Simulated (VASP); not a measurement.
Write the native input for VASP 6.6.1 that does the following.

* Task: single point
* Functional: PBE
* Potentials or basis: VASP PAW PBE potentials, release 64 (Zr_sv)
* Cutoff: 520 eV
* k mesh: 6 × 6 × 6
* Occupations: gaussian, width 0.1 eV
* Spin: no spin polarisation
* Dipole correction: no
* Further INCAR settings: ALGO = Normal; EDIFF = 1e-06; NBANDS = 25

The structure of Zr lies in POSCAR:

```
Zr
1.0
    1.6976545112      0.9801412890      8.2046577289
   -1.6976545112      0.9801412890      8.2046577289
    0.0000000000     -1.9602825781      8.2046577289
Zr
3
Direct
    0.0000000000      0.0000000000      0.0000000000
    0.2222200000      0.2222200000      0.2222200000
    0.7777800000      0.7777800000      0.7777800000
```

One way to write it, as run:

INCAR

```
SYSTEM = Zr
  ALGO = Normal
  EDIFF = 1E-6
  ENCUT = 520
  GGA = PE
  ISIF = 2
  ISMEAR = 0
  LASPH = .True.
  LCHARG = .False.
  LREAL = .False.
  LWAVE = .False.
  NBANDS = 25
  NELM = 100
  PREC = Accurate
  SIGMA = 0.1
```

KPOINTS

```
k-points
0
Gamma
  6 6 6
  0 0 0
```

Potentials or basis: VASP PAW PBE potentials, release 64 (Zr_sv).

The run is started by

```bash
$ cat potpaw_PBE.64/Zr_sv/POTCAR > POTCAR
$ mpirun -np 1 vasp_std > vasp.out
```

It gave:

```yaml
Pressure: -10.8 GPa
Largest_force: 0.085 eV/Å
Band_gap_on_the_k_mesh: zero (band 18 reaches 8.03 eV, above the bottom of band 19 at 7.04 eV)
```

Wall time 3.3 min on 1 thread of Intel(R) Xeon(R) Platinum 8488C (Sapphire Rapids), with other jobs on the host, peak memory 0.51 GiB.
